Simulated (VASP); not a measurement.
AlN:

```xyz
2
Lattice="0.0000 2.0345 2.0345 2.0345 0.0000 2.0345 2.0345 2.0345 0.0000" Properties=species:S:1:pos:R:3 pbc="T T T"
Al    2.0345    2.0345    2.0345
N     0.0000    0.0000    0.0000
```

```yaml
Program: VASP 6.6.1
Task: relaxation of cell and atoms
Functional: r2SCAN
Potentials_or_basis: VASP PAW PBE potentials, release 64 (Al, N)
Cutoff: 600 eV
k_mesh: 8 × 8 × 8
Occupations: gaussian, width 0.1 eV
Spin: no spin polarisation
```

At the start: pressure -6.8 GPa; volume 8.42 Å³/atom.

Task: Where does the relaxation end?

Result: Over 3 steps the energy falls by 4.7 meV/atom and the volume is 8.21 Å³/atom (-2.6 %); space group Fm-3m (No. 225, to 0.05 Å).

Step by step:
| step | energy change (eV) | largest force (eV/Å) | pressure (GPa) | volume (Å³) |
| --- | --- | --- | --- | --- |
| 1 | 0.0000 | 0.0000 | -6.78 | 16.84 |
| 2 | 0.0005 | 0.0000 | 7.74 | 15.99 |
| 3 | -0.0094 | 0.0000 | 0.08 | 16.41 |

Final structure:
```
Al N
1.0
     0.00000    2.01700    2.01700
     2.01700    0.00000    2.01700
     2.01700    2.01700    0.00000
Al N
1 1
Direct
  0.50000 0.50000 0.50000
  0.00000 0.00000 0.00000
```

Caveat: the PAW data sets were made with another functional, which shifts forces and pressure a little.
